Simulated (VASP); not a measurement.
# Cs2KMoP6 (P1) in VASP: single point with PBE+U

Aim: the single point of Cs2KMoP6 with PBE+U.

All numbers are computed with VASP 6.6.1; they aren't measurements. Logs are shortened: lines on timing, memory, paths and dates and some standing lists are left out, and cuts for length are marked.

### Step 1. The cell of the first run

The typed cell holds 10 atoms: a = 6.837 Å, b = 6.837 Å, c = 6.837 Å, α = 60.00°, β = 60.00°, γ = 60.00°.

### Step 2. Single point, PBE+U

Input file INCAR:

```
SYSTEM = Cs2KMoP6
  ALGO = Normal
  EDIFF = 1E-6
  ENCUT = 520
  GGA = PE
  ISIF = 2
  ISMEAR = 1
  LASPH = .True.
  LCHARG = .False.
  LDAU = .True.
  LDAUJ = 0 0 0 0
  LDAUL = 2 -1 -1 -1
  LDAUPRINT = 1
  LDAUTYPE = 2
  LDAUU = 4 0 0 0
  LMAXMIX = 4
  LREAL = .False.
  LWAVE = .False.
  NBANDS = 46
  NELM = 150
  PREC = Accurate
  SIGMA = 0.15
```

Input file KPOINTS:

```
k-points
0
Gamma
  3 3 3
  0 0 0
```

Input file POSCAR:

```
Cs2KMoP6
1.0
    0.0000000000      4.8346770000      4.8346770000
    4.8346770000      0.0000000000      4.8346770000
    4.8346770000      4.8346770000      0.0000000000
Mo K Cs P
1 1 2 6
Direct
   -0.0048013549      0.0046406409     -0.0000078599
    0.4961794759      0.4981059748      0.5088471267
    0.2476738363      0.2558323958      0.2447758144
    0.7579767997      0.7452936360      0.7449461464
    0.7831465266      0.2231118025      0.2278171841
    0.2453629270      0.7748458687      0.2213075455
    0.2340097384      0.7664035260      0.7700273462
    0.7468459630      0.2300075062      0.7805743796
    0.2169154217      0.2424416357      0.7762034568
    0.7708582187      0.7554576035      0.2349063857
```

Potentials or basis: VASP PAW PBE potentials, release 64 (Mo_sv, K_sv, Cs_sv, P).

Started as:

```console
cat potpaw_PBE.64/Mo_sv/POTCAR potpaw_PBE.64/K_sv/POTCAR potpaw_PBE.64/Cs_sv/POTCAR potpaw_PBE.64/P/POTCAR > POTCAR
mpirun -np 1 vasp_std > vasp.out
```

OUTCAR:

```text
SYSTEM = Cs2KMoP6
   EDIFF = 1E-6
   ENCUT = 520
   GGA = PE
   ISIF = 2
   ISMEAR = 1
   LASPH = .True.
   LREAL = .False.
   NELM = 150
   PREC = Accurate

 ion  position               nearest neighbor table
   1  0.995  0.005  1.000-   5 2.16   9 2.22   7 2.26   8 2.26   6 2.28  10 2.29
   2  0.496  0.498  0.509-   8 2.53   7 2.56  10 2.57   9 2.59   6 2.61   5 2.69
   3  0.248  0.256  0.245-
   4  0.758  0.745  0.745-
   5  0.783  0.223  0.228-   1 2.16   2 2.69
   6  0.245  0.775  0.221-   1 2.28   2 2.61
   7  0.234  0.766  0.770-   1 2.26   2 2.56
   8  0.747  0.230  0.781-   1 2.26   2 2.53
   9  0.217  0.242  0.776-   1 2.22   2 2.59
  10  0.771  0.755  0.235-   1 2.29   2 2.57

  LATTYP: Found a face centered cubic cell.
 ALAT       =     9.6693540000

  Lattice vectors:

 A1 = (   0.0000000000,   4.8346770000,   4.8346770000)
 A2 = (   4.8346770000,   0.0000000000,   4.8346770000)
 A3 = (   4.8346770000,   4.8346770000,   0.0000000000)

Analysis of symmetry for initial positions (statically):
=====================================================================
 Subroutine PRICEL returns:
 Original cell was already a primitive cell.

 Routine SETGRP: Setting up the symmetry group for a
 face centered cubic supercell.

 Subroutine GETGRP returns: Found  1 space group operations
 (whereof  1 operations were pure point group operations)
 out of a pool of 48 trial point group operations.

The static configuration has the point symmetry C_1 .

Analysis of symmetry for dynamics (positions and initial velocities):
=====================================================================
 Subroutine PRICEL returns:
 Original cell was already a primitive cell.

 Routine SETGRP: Setting up the symmetry group for a
 face centered cubic supercell.

 Subroutine GETGRP returns: Found  1 space group operations
 (whereof  1 operations were pure point group operations)
 out of a pool of 48 trial point group operations.

The dynamic configuration has the point symmetry C_1 .
[... 168 lines left out ...]

  o =  0.3196  v =  0.2521 -0.9648 -0.0436 -0.0431 -0.0433  0.0000  0.0000  0.0000  0.0000  0.0000      0.0000  0.0000  0.0000  0.0000  0.0000  0.0000  0.0000  0.0000  0.0000  0.0000
  o =  0.3196  v =  0.0000  0.0000  0.0000  0.0000  0.0000  0.2521 -0.9648 -0.0436 -0.0431 -0.0433      0.0000  0.0000  0.0000  0.0000  0.0000  0.0000  0.0000  0.0000  0.0000  0.0000
  o =  0.3274  v = -0.3694 -0.0562  0.0174 -0.9274  0.0078  0.0000  0.0000  0.0000  0.0000  0.0000      0.0000  0.0000  0.0000  0.0000  0.0000  0.0000  0.0000  0.0000  0.0000  0.0000
  o =  0.3274  v =  0.0000  0.0000  0.0000  0.0000  0.0000 -0.3694 -0.0562  0.0174 -0.9274  0.0078      0.0000  0.0000  0.0000  0.0000  0.0000  0.0000  0.0000  0.0000  0.0000  0.0000
  o =  0.3290  v =  0.0000  0.0000  0.0000  0.0000  0.0000 -0.8939 -0.2500 -0.0211  0.3710  0.0163      0.0000  0.0000  0.0000  0.0000  0.0000  0.0000  0.0000  0.0000  0.0000  0.0000
  o =  0.3290  v = -0.8939 -0.2500 -0.0211  0.3710  0.0163  0.0000  0.0000  0.0000  0.0000  0.0000      0.0000  0.0000  0.0000  0.0000  0.0000  0.0000  0.0000  0.0000  0.0000  0.0000
  o =  0.5716  v =  0.0000  0.0000  0.0000  0.0000  0.0000  0.0160 -0.0595  0.7957  0.0172  0.6023      0.0000  0.0000  0.0000  0.0000  0.0000  0.0000  0.0000  0.0000  0.0000  0.0000
  o =  0.5716  v =  0.0160 -0.0595  0.7957  0.0172  0.6023  0.0000  0.0000  0.0000  0.0000  0.0000      0.0000  0.0000  0.0000  0.0000  0.0000  0.0000  0.0000  0.0000  0.0000  0.0000
  o =  0.5933  v = -0.0235  0.0017  0.6035  0.0139 -0.7969  0.0000  0.0000  0.0000  0.0000  0.0000      0.0000  0.0000  0.0000  0.0000  0.0000  0.0000  0.0000  0.0000  0.0000  0.0000
  o =  0.5933  v =  0.0000  0.0000  0.0000  0.0000  0.0000 -0.0235  0.0017  0.6035  0.0139 -0.7969      0.0000  0.0000  0.0000  0.0000  0.0000  0.0000  0.0000  0.0000  0.0000  0.0000

 number of electron      70.9999999 magnetization

 Free energy of the ion-electron system (eV)
  ---------------------------------------------------
  ext. energy  EPLUGINS =         0.00000000
  ---------------------------------------------------
  free energy    TOTEN  =       -33.55342534 eV

  energy without entropy =      -33.55095576  energy(sigma->0) =      -33.55260215

 E-fermi :   4.7574     XC(G=0):  -9.9242

 val. band max:        4.7449431254   @ k =   0.3333   0.3333   0.3333
 cond. band min:       4.7760218736   @ k =   0.3333  -0.3333  -0.3333
 fundamental gap:      0.0310787482
 Fermi energy:         4.7573752489

 k-point     1 :       0.0000    0.0000    0.0000
  band No.  band energies     occupation
      1     -56.6170      2.00000
      2     -30.9594      2.00000
      3     -30.8876      2.00000
      4     -30.8513      2.00000
      5     -24.1484      2.00000
      6     -16.1534      2.00000
[... 675 lines left out ...]
     45       9.9208      0.00000
     46      10.1032      0.00000

------------------------ aborting loop because EDIFF is reached ----------------------------------------

  FORCE on cell =-STRESS in cart. coord.  units (eV):
  Direction    XX          YY          ZZ          XY          YZ          ZX
  --------------------------------------------------------------------------------------
  -------------------------------------------------------------------------------------
  Total       26.4532687     23.8423561     24.3952963      0.0575110     -0.0082384      0.1929078
  in kB      187.5242925    169.0158222    172.9355545      0.4076891     -0.0584012      1.3675020
  external PRESSURE =     176.4918897 kB  Pullay stress =       0.0000000 kB

 VOLUME and BASIS-vectors are now :
 -----------------------------------------------------------------------------
  energy-cutoff  :      520.00
  volume of cell :      226.01
      direct lattice vectors                 reciprocal lattice vectors
     0.000000000  4.834677000  4.834677000    -0.103419525  0.103419525  0.103419525
     4.834677000  0.000000000  4.834677000     0.103419525 -0.103419525  0.103419525
     4.834677000  4.834677000  0.000000000     0.103419525  0.103419525 -0.103419525

 POSITION                                       TOTAL-FORCE (eV/Angst)
 -----------------------------------------------------------------------------------
      4.85707      9.64610      4.83390        -1.495023     -0.169580     -0.920679
      4.86829      4.85898      4.80705        -0.792993     -0.638987     -0.086396
      2.42028      2.38083      2.43429         0.225089      0.382418     -0.081750
      7.20483      7.26615      7.26783         0.092568     -0.179973      0.021885
      2.18010      4.88768      4.86493         2.235785      0.063509      0.131892
      4.81608      2.25620      4.93238        -0.113117      0.030241      0.112811
      7.42815      4.85420      4.83667         0.040162      0.096218      0.001453
      4.88584      7.38458      4.72277        -0.093745      0.381583     -0.081455
      4.92482      4.80141      2.22084        -0.007171      0.205895      0.594649
      4.78809      4.86255      7.37924        -0.091555     -0.171323      0.307591
 -----------------------------------------------------------------------------------
    total drift:                               -0.000240      0.000037      0.000194

  FREE ENERGIE OF THE ION-ELECTRON SYSTEM (eV)
  ---------------------------------------------------
  free  energy   TOTEN  =       -33.5534253378 eV

  energy  without entropy=      -33.5509557603  energy(sigma->0) =      -33.55260215
```

OSZICAR:

```text
N       E                     dE             d eps       ncg     rms          rms(c)
DAV:   1     0.499986395421E+03    0.49999E+03   -0.31746E+04  1288   0.137E+03
DAV:   2     0.185695541690E+01   -0.49813E+03   -0.48426E+03  1604   0.317E+02
DAV:   3    -0.339619554855E+02   -0.35819E+02   -0.35056E+02  1736   0.786E+01
DAV:   4    -0.350677056511E+02   -0.11058E+01   -0.11026E+01  1874   0.124E+01
DAV:   5    -0.350957860459E+02   -0.28080E-01   -0.28075E-01  1722   0.143E+00    0.375E+01
DAV:   6    -0.339899102125E+02    0.11059E+01   -0.75515E+00  1404   0.126E+01    0.132E+01
DAV:   7    -0.339477600313E+02    0.42150E-01   -0.71581E+00  1418   0.110E+01    0.116E+01
DAV:   8    -0.335413439007E+02    0.40642E+00   -0.15727E+00  1416   0.536E+00    0.326E+00
DAV:   9    -0.335508434199E+02   -0.94995E-02   -0.38243E-01  1504   0.202E+00    0.940E-01
DAV:  10    -0.335517980112E+02   -0.95459E-03   -0.49672E-02  1576   0.675E-01    0.729E-01
DAV:  11    -0.335525919145E+02   -0.79390E-03   -0.99053E-03  1456   0.477E-01    0.211E-01
DAV:  12    -0.335532185142E+02   -0.62660E-03   -0.20148E-03  1712   0.163E-01    0.186E-01
DAV:  13    -0.335533420580E+02   -0.12354E-03   -0.68733E-04  1480   0.104E-01    0.659E-02
DAV:  14    -0.335534079601E+02   -0.65902E-04   -0.20196E-04  1512   0.500E-02    0.272E-02
DAV:  15    -0.335534237883E+02   -0.15828E-04   -0.38389E-05  1560   0.229E-02    0.987E-03
DAV:  16    -0.335534254801E+02   -0.16918E-05   -0.81211E-06  1368   0.993E-03    0.724E-03
DAV:  17    -0.335534253378E+02    0.14236E-06   -0.15909E-06   896   0.436E-03
   1 F= -.33553425E+02 E0= -.33552602E+02  d E =-.246958E-02
```

stdout:

```text
POSCAR found type information on POSCAR MoK CsP
 POSCAR found :  4 types and      10 ions
 scaLAPACK will be used
 LDA part: xc-table for (Slater+PW92), standard interpolation
 POSCAR, INCAR and KPOINTS ok, starting setup
 FFT: planning ... GRIDC
 FFT: planning ... GRID_SOFT
 FFT: planning ... GRID
 WAVECAR not read
 entering main loop
```

Wall time 3.8 min (1 thread of Intel Xeon Platinum 8259CL at 2.50GHz (Skylake/Cascade Lake), shared host); peak memory 0.48 GiB.

Results:

```yaml
Free_energy: -33.5534 eV
Pressure: 17.6 GPa
Largest_force: 2.241 eV/Å
Band_gap_on_the_k_mesh: zero (an odd number of electrons rules out a gap without spin polarisation)
```

Forces on the atoms (eV/Å):
```
Mo  -1.495 -0.170 -0.921
K   -0.793 -0.639 -0.086
Cs   0.225  0.382 -0.082
Cs   0.093 -0.180  0.022
P    2.236  0.064  0.132
P   -0.113  0.030  0.113
P    0.040  0.096  0.001
P   -0.094  0.382 -0.081
P   -0.007  0.206  0.595
P   -0.092 -0.171  0.308
```

Levels at points of the mesh, in eV from the Fermi level:
```
           k point  band 32  band 33  band 34  band 35  band 36  band 37  band 38  band 39
(0.00, 0.00, 0.00)    -0.44    -0.36    -0.31     0.73     0.77     0.82     1.52     1.56
```

Eigenvalues of the final occupation matrices:
```tsv
site	spin	trace	eigenvalues
site 1 d	1	2.14	0.32 0.33 0.33 0.57 0.59
site 1 d	2	2.14	0.32 0.33 0.33 0.57 0.59
```

Caveat: the k points lie up to 0.38 Å⁻¹ apart, too coarse for converged energies and pressures of a metal; spin-orbit coupling is left out, which moves the levels of the heavy elements; U without spin polarisation on a metal has little footing; the U is typed as a test and isn't derived for this compound; forces of over 1 eV/Å act on the atoms, so gaps and moduli don't describe the material at rest.
